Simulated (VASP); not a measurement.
# Cu in VASP: a series of runs

The runs below take Cu through single point, with PBE+D3(BJ).

Program: VASP 6.6.1. These are calculated values, not measurements. Logs are shortened: lines on timing, memory, paths and dates and some standing lists are left out, and cuts for length are marked.

## (1) The cell of the first run

The cell holds a slab with vacuum, 12 atoms: a = 5.105 Å, b = 5.105 Å, c = 17.168 Å, α = 90.00°, β = 90.00°, γ = 60.00°.

## (2) Single point, PBE+D3(BJ)

File INCAR:

```
SYSTEM = Cu
PREC = Accurate
ENCUT = 520
EDIFF = 1E-6
ISMEAR = -1
SIGMA = 0.1
LREAL = .False.
LASPH = .True.
NELM = 60
ALGO = Normal
ISIF = 2
LWAVE = .False.
LCHARG = .False.
GGA = PE
IVDW = 12
NBANDS = 78
```

File KPOINTS:

```
Automatic mesh
0
Gamma
  2 2 1
  0 0 0
```

File POSCAR:

```
Cu
1.0
    5.1053110000      0.0000000000      0.0000000000
    2.5526550000      4.4213290000      0.0000000000
    0.0000000000      0.0000000000     17.1684690000
Cu
12
Direct
    0.1666599093      0.1666693431      0.0582463119
    0.6666686257      0.1666693431      0.0582463119
    0.1666700955      0.6666773723      0.0582463119
    0.6666592245      0.6666773723      0.0582463119
   -0.2358335524      0.3624475808      0.1680231359
    0.3019113710      0.3516137342      0.1724789788
   -0.2068495034      0.8474827365      0.1751874323
    0.2927866883      0.8688337828      0.1737603976
   -0.0780574352      0.0324789221      0.2829023368
    0.4125687639      0.0450543264      0.2942195952
   -0.0860181368      0.5557152612      0.2967416605
    0.4210508304      0.5829242746      0.2921867990
```

Potentials or basis: VASP PAW PBE potentials, release 64 (Cu).

Started as:

```console
cat potpaw_PBE.64/Cu/POTCAR > POTCAR
mpirun -np 1 vasp_std > vasp.out
```

OUTCAR:

```text
SYSTEM = Cu
   PREC = Accurate
   ENCUT = 520
   EDIFF = 1E-6
   ISMEAR = -1
   LREAL = .False.
   LASPH = .True.
   NELM = 60
   ISIF = 2
   GGA = PE
   IVDW = 12
 IVDW          = 12

 ion  position               nearest neighbor table
   1  0.167  0.167  0.058-   8 2.38   6 2.42   3 2.55   2 2.55   4 2.55   4 2.55   2 2.55   3 2.55
                             5 2.59
   2  0.667  0.167  0.058-   5 2.30   7 2.46   6 2.54   1 2.55   4 2.55   3 2.55   4 2.55   3 2.55
                             1 2.55
   3  0.167  0.667  0.058-   6 2.41   8 2.47   1 2.55   4 2.55   2 2.55   2 2.55   4 2.55   1 2.55
                             7 2.60
   4  0.667  0.667  0.058-   5 2.33   7 2.43   3 2.55   1 2.55   2 2.55   2 2.55   1 2.55   3 2.55
                             8 2.58
   5  0.764  0.362  0.168-   2 2.30   4 2.33   6 2.39   9 2.45   8 2.50   7 2.56   7 2.56   1 2.59
                             8 2.62  12 2.63  11 2.68   6 2.72
   6  0.302  0.352  0.172-   5 2.39   3 2.41   1 2.42   8 2.49  10 2.50   2 2.54   7 2.54   7 2.57
                            12 2.59   8 2.62   5 2.72  11 2.74
   7  0.793  0.847  0.175-   9 2.32   4 2.43  11 2.46   2 2.46   8 2.50   6 2.54   5 2.56   5 2.56
                             6 2.57   3 2.60   8 2.61  10 2.65
   8  0.293  0.869  0.174-   1 2.38  12 2.40  10 2.45   3 2.47   6 2.49   9 2.49   7 2.50   5 2.50
                             4 2.58   7 2.61   5 2.62   6 2.62
   9  0.922  0.032  0.283-   7 2.32  12 2.44   5 2.45  11 2.47   8 2.49  10 2.54  10 2.58  11 2.66
                            12 2.70
  10  0.413  0.045  0.294-  12 2.34   8 2.45   6 2.50  11 2.53   9 2.54   9 2.58  11 2.58   7 2.65
                            12 2.77
  11  0.914  0.556  0.297-  12 2.45   7 2.46   9 2.47  10 2.53  10 2.58   9 2.66  12 2.66   5 2.68
                             6 2.74
  12  0.421  0.583  0.292-  10 2.34   8 2.40   9 2.44  11 2.45   6 2.59   5 2.63  11 2.66   9 2.70
                            10 2.77

  LATTYP: Found a hexagonal cell.
 ALAT       =     5.1053107325
 C/A-ratio  =     3.3628646520

  Lattice vectors:

 A1 = (  -2.5526550000,  -4.4213290000,   0.0000000000)
 A2 = (   5.1053110000,   0.0000000000,   0.0000000000)
 A3 = (   0.0000000000,   0.0000000000,  17.1684690000)

Analysis of symmetry for initial positions (statically):
=====================================================================
 Subroutine PRICEL returns:
 Original cell was already a primitive cell.

 Routine SETGRP: Setting up the symmetry group for a
 hexagonal supercell.

 Subroutine GETGRP returns: Found  1 space group operations
 (whereof  1 operations were pure point group operations)
 out of a pool of 24 trial point group operations.

The static configuration has the point symmetry C_1 .

Analysis of symmetry for dynamics (positions and initial velocities):
=====================================================================
 Subroutine PRICEL returns:
 Original cell was already a primitive cell.

 Routine SETGRP: Setting up the symmetry group for a
 hexagonal supercell.

 Subroutine GETGRP returns: Found  1 space group operations
 (whereof  1 operations were pure point group operations)
 out of a pool of 24 trial point group operations.

The dynamic configuration has the point symmetry C_1 .

 Subroutine INISYM returns: Found  1 space group operations
 (whereof  1 operations are pure point group operations),
 and found     1 'primitive' translations

----------------------------------------------------------------------------------------

                                     Primitive cell

  volume of cell :     387.5311

  direct lattice vectors                    reciprocal lattice vectors
     5.105311000  0.000000000  0.000000000     0.195874453 -0.113088147  0.000000000
     2.552655000  4.421329000  0.000000000     0.000000000  0.226176337  0.000000000
     0.000000000  0.000000000 17.168469000     0.000000000  0.000000000  0.058246312

  length of vectors
     5.105311000  5.105310732 17.168469000     0.226176326  0.226176337  0.058246312

  position of ions in fractional coordinates (direct lattice)
     0.166659909  0.166669343  0.058246312
     0.666668626  0.166669343  0.058246312
     0.166670096  0.666677372  0.058246312
     0.666659225  0.666677372  0.058246312
     0.764166448  0.362447581  0.168023136
     0.301911371  0.351613734  0.172478979
     0.793150497  0.847482736  0.175187432
     0.292786688  0.868833783  0.173760398
     0.921942565  0.032478922  0.282902337
     0.412568764  0.045054326  0.294219595
     0.913981863  0.555715261  0.296741660
[... 28 lines left out ...]
     0.097937227 -0.056544073  0.000000000     0.500000000  0.000000000  0.000000000
     0.000000000  0.113088169  0.000000000     0.000000000  0.500000000  0.000000000
     0.000000000  0.000000000  0.058246312     0.000000000  0.000000000  1.000000000

  Length of vectors
     0.113088163  0.113088169  0.058246312

  Shift w.r.t. Gamma in fractional coordinates (k-lattice)
     0.000000000  0.000000000  0.000000000

 Subroutine IBZKPT returns following result:
 ===========================================

 Found      4 irreducible k-points:

 Following reciprocal coordinates:
            Coordinates               Weight
  0.000000  0.000000  0.000000      1.000000
  0.500000  0.000000  0.000000      1.000000
  0.500000  0.500000  0.000000      1.000000
  0.000000  0.500000  0.000000      1.000000
   k-points           NKPTS =      4   k-points in BZ     NKDIM =      4   number of bands    NBANDS=     78
   number of dos      NEDOS =    301   number of ions     NIONS =     12
   total plane-waves  NPLWV = 204800
   dimension x,y,z NGX =    40 NGY =   40 NGZ =  128
   dimension x,y,z NGXF=    80 NGYF=   80 NGZF=  256
   ions per type =              12
   NGX,Y,Z   is equivalent  to a cutoff of  13.03, 13.03, 12.39 a.u.
   NGXF,Y,Z  is equivalent  to a cutoff of  26.05, 26.05, 24.79 a.u.
 SYSTEM =  Cu
   PREC   = accura    normal or accurate (medium, high low for compatibility)
   ISTART =      0    job   : 0-new  1-cont  2-samecut
   ICHARG =      2    charge: 1-file 2-atom 10-const
   ISPIN  =      1    spin polarized calculation?
   LNONCOLLINEAR =      F non collinear calculations
   LSORBIT =      F    spin-orbit coupling
   LASPH  =      T    aspherical Exc in radial PAW
   ENCUT  =  520.0 eV  38.22 Ry    6.18 a.u.   9.49  9.49 31.92*2*pi/ulx,y,z
   NELM   =     60;   NELMIN=  2; NELMDL= -5     # of ELM steps
   EDIFF  = 0.1E-05   stopping-criterion for ELM
   LREAL  =      F    real-space projection
   EDIFFG = 0.1E-04   stopping-criterion for IOM
   NSW    =      0    number of steps for IOM
   IBRION =     -1    ionic relax: 0-MD 1-quasi-New 2-CG
   NFREE  =      0    steps in history (QN), initial steepest desc. (CG)
   ISIF   =      2    stress and relaxation
   ISYM   =      2    0-nonsym 1-usesym 2-fastsym
   POTIM  = 0.5000    time-step for ionic-motion
   TEBEG  =    0.0;   TEEND  =   0.0 temperature during run
   PSTRESS=    0.0 pullay stress
   NELECT =     132.0000    total number of electrons
   NUPDOWN=      -1.0000    fix difference up-down
   EMIN   =  10.00;   EMAX   =-10.00  energy-range for DOS
   EFERMI =   0.00;   METHOD = LEGACY
   ISMEAR =    -1;   SIGMA  =   0.10  broadening in eV -4-tet -1-fermi 0-gaus
   EFERMI_NEDOS =   21; number of points for ismear=-14 and -15
   IALGO  =     38    algorithm
   IMIX   =      4    mixing-type and parameters
     AMIX     =   0.40;   BMIX     =  1.00
     AMIX_MAG =   1.60;   BMIX_MAG =  1.00
  volume/ion in A,a.u.               =      32.29       217.93
  Fermi-wavevector in a.u.,A,eV,Ry     =   1.143310  2.160542 17.784956  1.307157
  Thomas-Fermi vector in A             =   2.280005
   LORBIT       =      0    0 simple, 1 ext, 2 COOP (PROOUT), +10 PAW based schemes
   GGA     = PE    functional components
   LHFCALC =     F    Hartree Fock is set to
   AEXX    =    0.0000 exact exchange contribution
   IVDW    =    12    specifies the selected vdW correction
   LEPSILON=     F    determine dielectric tensor
   LRPA    =     F    only Hartree local field effects (RPA)
 non-spin polarized calculation
  energy-cutoff  :      520.00
  volume of cell :      387.53
 maximum number of plane-waves:     10467
 NGX is ok and might be reduce to    40
   NGX = 19   NGY = 19   NGZ = 63

 number of electron     132.0000002 magnetization

 Free energy of the ion-electron system (eV)
  ---------------------------------------------------
  ext. energy  EPLUGINS =         0.00000000
  ---------------------------------------------------
  free energy    TOTEN  =       -38.93838492 eV

  energy without entropy =      -38.62599990  energy(sigma->0) =      -38.78219241

 E-fermi :   0.0100     XC(G=0):  -5.6697

 val. band max:       -0.0301555159   @ k =   0.0000   0.0000   0.0000
 cond. band min:       0.0286691159   @ k =   0.0000   0.0000   0.0000
 fundamental gap:      0.0588246318
 Fermi energy:         0.0099824665

 k-point     1 :       0.0000    0.0000    0.0000
  band No.  band energies     occupation
      1      -8.9241      2.00000
      2      -6.9362      2.00000
      3      -5.4020      2.00000
      4      -5.0571      2.00000
      5      -4.9806      2.00000
      6      -4.9686      2.00000
[... 313 lines left out ...]
     77       6.4262      0.00000
     78       6.4830      0.00000

------------------------ aborting loop because EDIFF is reached ----------------------------------------

 Edisp (eV)   -4.69097

 E8    (eV) :    -2.1114

  FORCE on cell =-STRESS in cart. coord.  units (eV):
  Direction    XX          YY          ZZ          XY          YZ          ZX
  --------------------------------------------------------------------------------------
  -------------------------------------------------------------------------------------
  Total      -2.02161    -1.46048     3.57862     1.45324    -1.36364     1.98619
  in kB      -8.35799    -6.03807    14.79515     6.00815    -5.63773     8.21156
  external pressure =        0.13 kB  Pullay stress =        0.00 kB

 VOLUME and BASIS-vectors are now :
 -----------------------------------------------------------------------------
  energy-cutoff  :      520.00
  volume of cell :      387.53
      direct lattice vectors                 reciprocal lattice vectors
     5.105311000  0.000000000  0.000000000     0.195874453 -0.113088147  0.000000000
     2.552655000  4.421329000  0.000000000     0.000000000  0.226176337  0.000000000
     0.000000000  0.000000000 17.168469000     0.000000000  0.000000000  0.058246312

 POSITION                                       TOTAL-FORCE (eV/Angst)
 -----------------------------------------------------------------------------------
      1.27630      0.73690      1.00000        -0.157226      0.124857     -0.397153
      3.82900      0.73690      1.00000        -0.323035     -0.265927     -0.673356
      2.55270      2.94760      1.00000        -0.113792      0.166051     -0.174671
      5.10530      2.94760      1.00000        -0.031234      0.329709     -0.561517
      4.82651      1.60250      2.88470         1.035922     -0.096070      1.246589
      2.43890      1.55460      2.96120        -0.468632      0.239801      0.767880
      6.21261      3.74700      3.00770        -0.003356     -0.200797     -0.292669
      3.71260      3.84140      2.98320        -0.345585     -0.045786     -0.140152
      4.78971      0.14360      4.85700         0.163341      0.822571      0.618499
      2.22130      0.19920      5.05130         0.537377      0.786424     -0.051848
      6.08471      2.45700      5.09460         0.229041     -0.559379     -0.311199
      3.63760      2.57730      5.01640        -0.522821     -1.301452     -0.030402
 -----------------------------------------------------------------------------------
    total drift:                               -0.001638      0.000371     -0.000606

  FREE ENERGIE OF THE ION-ELECTRON SYSTEM (eV)
  ---------------------------------------------------
  free  energy   TOTEN  =       -43.6293552129 eV

  energy  without entropy=      -43.3169701884  energy(sigma->0) =      -43.47316270
```

Wall time 3.9 min (1 thread of AMD EPYC 9R45 (Zen 5), shared host); peak memory 0.45 GiB.

Results:

```
Free energy                : -43.6294 eV
Largest force              : 1.624 eV/Å
Dispersion energy per atom : -0.391 eV
```

Forces on the atoms (eV/Å):
```
Cu  -0.157  0.125 -0.397
Cu  -0.323 -0.266 -0.673
Cu  -0.114  0.166 -0.175
Cu  -0.031  0.330 -0.562
Cu   1.036 -0.096  1.247
Cu  -0.469  0.240  0.768
Cu  -0.003 -0.201 -0.293
Cu  -0.346 -0.046 -0.140
Cu   0.163  0.823  0.618
Cu   0.537  0.786 -0.052
Cu   0.229 -0.559 -0.311
Cu  -0.523 -1.301 -0.030
```

Caveat: the k points lie up to 0.71 Å⁻¹ apart; there is no dipole correction, which matters where the two faces differ.

(Continued in part 2 of 2.)
